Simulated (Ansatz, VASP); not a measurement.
**CuO: VASP beside Ansatz**

The input INCAR:

```
  ALGO = Normal
  EDIFF = 1E-6
  ENCUT = 520
  GGA = PS
  ISIF = 2
  ISMEAR = 0
  LASPH = True
  LCHARG = True
  LDAU = True
  LDAUJ = 0 0
  LDAUL = 2 -1
  LDAUPRINT = 1
  LDAUTYPE = 2
  LDAUU = 4 0
  LELF = True
  LMAXMIX = 4
  LREAL = False
  LVHAR = True
  LWAVE = False
  NBANDS = 25
  NELM = 150
  PREC = Accurate
  SIGMA = 0.05
```

Contents of KPOINTS:

```
k-points
0
Gamma
  14 14 8
```

POSCAR

```
CuO
1.0
    1.9909680000     -2.1535500000      0.0000000000
    1.9909680000      2.1535500000      0.0000000000
    0.0000000000      0.0000000000      5.1559280000
Cu O
2 2
Direct
    0.0000000000      0.5000000000      0.0000000000
    0.5000000000      0.0000000000      0.5000000000
    0.5000000000      0.5000000000      0.2500000000
    0.5000000000      0.5000000000      0.7500000000
```

Input for Ansatz:

```yaml
crystal:
  lattice:
    - [1.990968, -2.15355, 0.0]
    - [1.990968, 2.15355, 0.0]
    - [0.0, 0.0, 5.155928]
  atoms:
    - { symbol: Cu, position: [0.0, 0.5, 0.0] }
    - { symbol: Cu, position: [0.5, 0.0, 0.5] }
    - { symbol: O, position: [0.5, 0.5, 0.25] }
    - { symbol: O, position: [0.5, 0.5, 0.75] }
basis:
  ecutwfc: 420
kpoints:
  mp_grid: { grid: [14, 14, 8] }
hamiltonian:
  xc: pbesol
  hubbard: { sites: [{ species: Cu, l: d, u_eff: 4.0 }] }
scf:
  occupations: { method: gaussian, width: 0.05 }
output:
  forces: true
  stress: true
  eigenvalues: true
```

Alike in both runs: task single point; functional PBEsol; k mesh 14 × 14 × 8; occupations gaussian, width 0.05 eV; no spin polarisation; Hubbard terms Cu d U = 4.0 eV.

|  | VASP | Ansatz |
| --- | --- | --- |
| version | VASP 6.6.1 | Ansatz 0.2.0 |
| potentials or method | VASP PAW PBE potentials, release 64 (Cu, O), cutoff 520 eV | scalar-relativistic, plane waves, PAW |
| valence electrons in the cell | 34 | 50 |

```csv
,VASP,Ansatz,Ansatz less VASP
gap on the k mesh at the Fermi level (eV),none,none,-
pressure (GPa),-7.6,-4.0,+3.63
"traceless stress, the component that is largest in VASP (GPa)",-1.52,-0.94,+0.579
```

VASP's potentials were made for PBE, not for PBEsol. The programs project onto different local orbitals, so the same U acts differently, and such runs can settle in different states. A gap of «none» marks a metal or a gap that the smearing closes. VASP's potentials hold 34 valence electrons a cell and Ansatz's 50, so a difference there can come from the potentials and not from the codes. Ansatz's warnings: filled band counts differ across k points.
